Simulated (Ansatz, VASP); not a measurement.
# Two plane-wave programs on Si3Se2

The input INCAR:

```
SYSTEM = Si3Se2
PREC     = Accurate       ! precision mode
ENCUT    = 520            ! plane-wave cutoff, eV
EDIFF    = 1E-6           ! SCF threshold, eV
ISMEAR   = 0              ! smearing method
SIGMA    = 0.1            ! smearing width, eV
LREAL    = .FALSE.        ! projectors in reciprocal space
LASPH    = .TRUE.         ! aspherical terms in the spheres
NELM     = 80             ! most SCF steps
ALGO     = Normal         ! electronic algorithm
ISIF     = 2              ! what is computed and relaxed
LWAVE    = .FALSE.        ! write WAVECAR
LCHARG   = .FALSE.        ! write CHGCAR
GGA      = PE             ! functional
NBANDS   = 35             ! bands
```

File KPOINTS:

```
Automatic mesh
0
G
  6 6 6
  0 0 0
```

Contents of POSCAR:

```
Si3Se2
1.0
    3.1514466324      1.8194885615      5.7361061256
   -3.1514466324      1.8194885615      5.7361061256
    0.0000000000     -3.6389771232      5.7361061256
Si Se
6 4
Direct
    0.0562500000      0.4437500000      0.7500000000
    0.7500000000      0.0562500000      0.4437500000
    0.4437500000      0.7500000000      0.0562500000
    0.9437500000      0.5562500000      0.2500000000
    0.2500000000      0.9437500000      0.5562500000
    0.5562500000      0.2500000000      0.9437500000
    0.8521800000      0.8521800000      0.8521800000
    0.6478200000      0.6478200000      0.6478200000
    0.1478200000      0.1478200000      0.1478200000
    0.3521800000      0.3521800000      0.3521800000
```

Input for Ansatz:

```yaml
crystal:
  lattice:
    - [3.1514466324, 1.8194885615, 5.7361061256]
    - [-3.1514466324, 1.8194885615, 5.7361061256]
    - [0.0, -3.6389771232, 5.7361061256]
  atoms:
    - { symbol: Si, position: [0.05625, 0.44375, 0.75] }
    - { symbol: Si, position: [0.75, 0.05625, 0.44375] }
    - { symbol: Si, position: [0.44375, 0.75, 0.05625] }
    - { symbol: Si, position: [0.94375, 0.55625, 0.25] }
    - { symbol: Si, position: [0.25, 0.94375, 0.55625] }
    - { symbol: Si, position: [0.55625, 0.25, 0.94375] }
    - { symbol: Se, position: [0.85218, 0.85218, 0.85218] }
    - { symbol: Se, position: [0.64782, 0.64782, 0.64782] }
    - { symbol: Se, position: [0.14782, 0.14782, 0.14782] }
    - { symbol: Se, position: [0.35218, 0.35218, 0.35218] }
basis:
  ecutwfc: 420
kpoints:
  mp_grid: { grid: [6, 6, 6] }
hamiltonian:
  xc: pbe
scf:
  occupations: { method: gaussian, width: 0.1 }
  lower_state_search: "off"
output:
  forces: true
  stress: true
  eigenvalues: true
```

Alike in both runs: task single point; functional PBE; k mesh 6 × 6 × 6; occupations gaussian, width 0.1 eV; no spin polarisation.

|  | VASP | Ansatz |
| --- | --- | --- |
| version | VASP 6.6.1 | Ansatz 0.2.0 |
| potentials or method | VASP PAW PBE potentials, release 64 (Si, Se), cutoff 520 eV | scalar-relativistic, plane waves, PAW |
| valence electrons in the cell | 48 | 88 |

```tsv
	VASP	Ansatz	Ansatz less VASP
gap on the k mesh at the Fermi level (eV)	none	none	-
pressure (GPa)	9.8	9.7	-0.07
traceless stress, the component that is largest in VASP (GPa)	-2.68	-2.67	+0.007
rms of the force components (eV/Å)	0.296	0.295	-0.0002
```

Atom by atom the forces differ by 0.001 eV/Å (rms over components). A gap of «none» marks a metal or a gap that the smearing closes. VASP's potentials hold 48 valence electrons a cell and Ansatz's 88, so a difference there can come from the potentials and not from the codes.
